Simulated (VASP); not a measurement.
# Cd (Fm-3m) in VASP: a series of runs

Cd is run at these levels: PBE; tasks: single point, relaxation of cell and atoms.

Program: VASP 6.6.1. These are calculated values, not measurements. Logs are shortened: lines on timing, memory, paths and dates and some standing lists are left out, and cuts for length are marked.

### 1 The cell of the first run

Symmetry: Fm-3m, No. 225, cubic system. The conventional cell has a = 4.346 Å, b = 4.346 Å, c = 4.346 Å, α = 90.00°, β = 90.00°, γ = 90.00°. Within 4.0 Å of Cd (site symmetry m-3m) lie 12 Cd at 3.07 Å.

This isn't the form of Cd at room conditions, which is hcp.

### 2 Single point, PBE

INCAR reads:

```
SYSTEM = Cd
PREC = Accurate
ENCUT = 520
EDIFF = 1E-6
ISMEAR = -1
SIGMA = 0.05
LREAL = .FALSE.
LASPH = .TRUE.
NELM = 80
ALGO = Normal
ISIF = 2
LWAVE = .FALSE.
LCHARG = .TRUE.
GGA = PE
LELF = .TRUE.
LVHAR = .TRUE.
NBANDS = 12
```

KPOINTS reads:

```
regular mesh
0
G
  15 15 15
  0 0 0
```

POSCAR reads:

```
Cd
1.0
    0.0000000000      2.1731133213      2.1731133213
    2.1731133213      0.0000000000      2.1731133213
    2.1731133213      2.1731133213      0.0000000000
Cd
1
Direct
    0.0000000000      0.0000000000      0.0000000000
```

Potentials or basis: VASP PAW PBE potentials, release 64 (Cd).

Run with:

```sh
$ cat potpaw_PBE.64/Cd/POTCAR > POTCAR
$ mpirun -np 1 vasp_std > vasp.out
```

OUTCAR:

```text
SYSTEM = Cd
   PREC = Accurate
   ENCUT = 520
   EDIFF = 1E-6
   ISMEAR = -1
   LREAL = .FALSE.
   LASPH = .TRUE.
   NELM = 80
   ISIF = 2
   GGA = PE

 ion  position               nearest neighbor table
   1  0.000  0.000  0.000-

  LATTYP: Found a face centered cubic cell.
 ALAT       =     4.3462266426

  Lattice vectors:

 A1 = (   0.0000000000,   2.1731133213,   2.1731133213)
 A2 = (   2.1731133213,   0.0000000000,   2.1731133213)
 A3 = (   2.1731133213,   2.1731133213,   0.0000000000)

Analysis of symmetry for initial positions (statically):
=====================================================================
 Subroutine PRICEL returns:
 Original cell was already a primitive cell.

 Routine SETGRP: Setting up the symmetry group for a
 face centered cubic supercell.

 Subroutine GETGRP returns: Found 48 space group operations
 (whereof 48 operations were pure point group operations)
 out of a pool of 48 trial point group operations.

The static configuration has the point symmetry O_h .

Analysis of symmetry for dynamics (positions and initial velocities):
=====================================================================
 Subroutine PRICEL returns:
 Original cell was already a primitive cell.

 Routine SETGRP: Setting up the symmetry group for a
 face centered cubic supercell.

 Subroutine GETGRP returns: Found 48 space group operations
 (whereof 48 operations were pure point group operations)
 out of a pool of 48 trial point group operations.

The dynamic configuration has the point symmetry O_h .

 Subroutine INISYM returns: Found 48 space group operations
 (whereof 48 operations are pure point group operations),
 and found     1 'primitive' translations

----------------------------------------------------------------------------------------

                                     Primitive cell

  volume of cell :      20.5247

  direct lattice vectors                    reciprocal lattice vectors
     0.000000000  2.173113321  2.173113321    -0.230084642  0.230084642  0.230084642
     2.173113321  0.000000000  2.173113321     0.230084642 -0.230084642  0.230084642
     2.173113321  2.173113321  0.000000000     0.230084642  0.230084642 -0.230084642

  length of vectors
     3.073246332  3.073246332  3.073246332     0.398518290  0.398518290  0.398518290

  position of ions in fractional coordinates (direct lattice)
     0.000000000  0.000000000  0.000000000

  ion indices of the primitive-cell ions
   primitive index   ion index
                 1           1

----------------------------------------------------------------------------------------

 KPOINTS: regular mesh

Automatic generation of k-mesh.
 Grid dimensions read from file:
 generate k-points for:   15   15   15

 Generating k-lattice:

  Cartesian coordinates                     Fractional coordinates (reciprocal lattice)
    -0.015338976  0.015338976  0.015338976     0.066666667  0.000000000  0.000000000
     0.015338976 -0.015338976  0.015338976     0.000000000  0.066666667  0.000000000
     0.015338976  0.015338976 -0.015338976     0.000000000  0.000000000  0.066666667

  Length of vectors
     0.026567886  0.026567886  0.026567886

  Shift w.r.t. Gamma in fractional coordinates (k-lattice)
     0.000000000  0.000000000  0.000000000

 Subroutine IBZKPT returns following result:
 ===========================================

 Found    120 irreducible k-points:

 Following reciprocal coordinates:
            Coordinates               Weight
  0.000000  0.000000  0.000000      1.000000
  0.066667  0.000000  0.000000      8.000000
  0.133333  0.000000  0.000000      8.000000
  0.200000  0.000000  0.000000      8.000000
  0.266667  0.000000  0.000000      8.000000
  0.333333  0.000000  0.000000      8.000000
[... 16 lines left out ...]
  0.133333  0.133333  0.000000      6.000000
  0.200000  0.133333  0.000000     24.000000
 [... further k-points ...]
   k-points           NKPTS =    120   k-points in BZ     NKDIM =    120   number of bands    NBANDS=     12
   number of dos      NEDOS =    301   number of ions     NIONS =      1
   total plane-waves  NPLWV =  13824
   dimension x,y,z NGX =    24 NGY =   24 NGZ =   24
   dimension x,y,z NGXF=    48 NGYF=   48 NGZF=   48
   ions per type =               1
   NGX,Y,Z   is equivalent  to a cutoff of  12.98, 12.98, 12.98 a.u.
   NGXF,Y,Z  is equivalent  to a cutoff of  25.97, 25.97, 25.97 a.u.
 SYSTEM =  Cd
   PREC   = accura    normal or accurate (medium, high low for compatibility)
   ISTART =      0    job   : 0-new  1-cont  2-samecut
   ICHARG =      2    charge: 1-file 2-atom 10-const
   ISPIN  =      1    spin polarized calculation?
   LNONCOLLINEAR =      F non collinear calculations
   LSORBIT =      F    spin-orbit coupling
   LASPH  =      T    aspherical Exc in radial PAW
   ENCUT  =  520.0 eV  38.22 Ry    6.18 a.u.   5.71  5.71  5.71*2*pi/ulx,y,z
   NELM   =     80;   NELMIN=  2; NELMDL= -5     # of ELM steps
   EDIFF  = 0.1E-05   stopping-criterion for ELM
   LREAL  =      F    real-space projection
[... 7 lines left out ...]
   TEBEG  =    0.0;   TEEND  =   0.0 temperature during run
   PSTRESS=    0.0 pullay stress
   NELECT =      12.0000    total number of electrons
   NUPDOWN=      -1.0000    fix difference up-down
   EMIN   =  10.00;   EMAX   =-10.00  energy-range for DOS
   EFERMI =   0.00;   METHOD = LEGACY
   ISMEAR =    -1;   SIGMA  =   0.05  broadening in eV -4-tet -1-fermi 0-gaus
   EFERMI_NEDOS =   21; number of points for ismear=-14 and -15
   IALGO  =     38    algorithm
   IMIX   =      4    mixing-type and parameters
     AMIX     =   0.40;   BMIX     =  1.00
     AMIX_MAG =   1.60;   BMIX_MAG =  1.00
  volume/ion in A,a.u.               =      20.52       138.51
  Fermi-wavevector in a.u.,A,eV,Ry     =   1.368914  2.586873 25.496310  1.873926
  Thomas-Fermi vector in A             =   2.494836
   LORBIT       =      0    0 simple, 1 ext, 2 COOP (PROOUT), +10 PAW based schemes
   GGA     = PE    functional components
   LHFCALC =     F    Hartree Fock is set to
   AEXX    =    0.0000 exact exchange contribution
   IVDW    =     0    specifies the selected vdW correction
   LEPSILON=     F    determine dielectric tensor
   LRPA    =     F    only Hartree local field effects (RPA)
 non-spin polarized calculation
  energy-cutoff  :      520.00
  volume of cell :       20.52
 maximum number of plane-waves:       564
   NGX = 11   NGY = 11   NGZ = 11

 number of electron      12.0000001 magnetization

 Free energy of the ion-electron system (eV)
  ---------------------------------------------------
  ext. energy  EPLUGINS =         0.00000000
  ---------------------------------------------------
  free energy    TOTEN  =        -0.69757531 eV

  energy without entropy =       -0.69501767  energy(sigma->0) =       -0.69629649

 E-fermi :   3.2908     XC(G=0): -11.3168

 val. band max:        3.2750041138   @ k =   0.4667   0.0667   0.0000
 cond. band min:       3.3588420505   @ k =  -0.4667   0.2000   0.0000
 fundamental gap:      0.0838379367
 Fermi energy:         3.2907511414

 k-point     1 :       0.0000    0.0000    0.0000
  band No.  band energies     occupation
      1      -6.0165      2.00000
      2      -6.0165      2.00000
      3      -6.0165      2.00000
      4      -5.9593      2.00000
      5      -5.4986      2.00000
      6      -5.4986      2.00000
      7      17.4135      0.00000
      8      18.8699      0.00000
      9      18.8699      0.00000
     10      18.8699      0.00000
     11      22.3546      0.00000
     12      22.3546      0.00000

 k-point     2 :       0.0667    0.0000    0.0000
  band No.  band energies     occupation
      1      -6.0395      2.00000
      2      -5.9954      2.00000
      3      -5.9954      2.00000
      4      -5.8286      2.00000
      5      -5.5039      2.00000
      6      -5.5039      2.00000
      7      16.8114      0.00000
      8      17.9103      0.00000
      9      18.6907      0.00000
     10      18.6907      0.00000
     11      22.6586      0.00000
     12      22.6600      0.00000

 k-point     3 :       0.1333    0.0000    0.0000
  band No.  band energies     occupation
      1      -6.1148      2.00000
      2      -5.9449      2.00000
      3      -5.9449      2.00000
      4      -5.5086      2.00000
      5      -5.5086      2.00000
      6      -5.4260      2.00000
      7      14.4085      0.00000
      8      17.7417      0.00000
      9      18.2816      0.00000
     10      18.2816      0.00000
     11      22.4077      0.00000
     12      23.2780      0.00000
[... 286 lines left out ...]
 k-point    23 :       0.1333    0.1333    0.0000
  band No.  band energies     occupation
      1      -6.1428      2.00000
      2      -5.8671      2.00000
      3      -5.8671      2.00000
      4      -5.7469      2.00000
      5      -5.4342      2.00000
      6      -5.2032      2.00000
      7      16.1873      0.00000
      8      16.1873      0.00000
      9      16.5529      0.00000
     10      17.2648      0.00000
     11      20.5055      0.00000
     12      24.4320      0.00000

 k-point    24 :       0.2000    0.1333    0.0000
  band No.  band energies     occupation
      1      -6.1992      2.00000
      2      -5.8260      2.00000
      3      -5.8007      2.00000
      4      -5.7975      2.00000
      5      -5.3952      2.00000
      6      -4.7291      2.00000
      7      13.8437      0.00000
      8      15.3989      0.00000
      9      16.4985      0.00000
     10      18.0189      0.00000
     11      18.8509      0.00000
     12      24.3416      0.00000

 [... further k-points ...]

------------------------ aborting loop because EDIFF is reached ----------------------------------------

  FORCE on cell =-STRESS in cart. coord.  units (eV):
  Direction    XX          YY          ZZ          XY          YZ          ZX
  --------------------------------------------------------------------------------------
  -------------------------------------------------------------------------------------
  Total        0.8286132      0.8286132      0.8286132      0.0000000     -0.0000000      0.0000000
  in kB       64.6822826     64.6822826     64.6822826      0.0000000     -0.0000000      0.0000000
  external PRESSURE =      64.6822826 kB  Pullay stress =       0.0000000 kB

 VOLUME and BASIS-vectors are now :
 -----------------------------------------------------------------------------
  energy-cutoff  :      520.00
  volume of cell :       20.52
      direct lattice vectors                 reciprocal lattice vectors
     0.000000000  2.173113321  2.173113321    -0.230084642  0.230084642  0.230084642
     2.173113321  0.000000000  2.173113321     0.230084642 -0.230084642  0.230084642
     2.173113321  2.173113321  0.000000000     0.230084642  0.230084642 -0.230084642

 POSITION                                       TOTAL-FORCE (eV/Angst)
 -----------------------------------------------------------------------------------
      0.00000      0.00000      0.00000         0.000000     -0.000000      0.000000
 -----------------------------------------------------------------------------------
    total drift:                               -0.000000      0.000000      0.000000

  FREE ENERGIE OF THE ION-ELECTRON SYSTEM (eV)
  ---------------------------------------------------
  free  energy   TOTEN  =        -0.6975753084 eV

  energy  without entropy=       -0.6950176705  energy(sigma->0) =       -0.69629649
```

It took 7.5 s on 1 thread of Intel Xeon 6975P-C (Granite Rapids), shared host; peak memory 0.15 GiB.

What came out:

```yaml
Free_energy: -0.6976 eV
Pressure: 6.5 GPa
Band_gap_on_the_k_mesh: zero (bands 6 and 7 overlap by 2.65 eV)
```

Levels at points of the mesh, in eV from the Fermi level:
```csv
k point,band 4,band 5,band 6,band 7,band 8,band 9
"(0.00, 0.00, 0.00)",-9.25,-8.79,-8.79,14.12,15.58,15.58
```

Caveat: the cell stands under pressure.

[end of part 1 of 2]
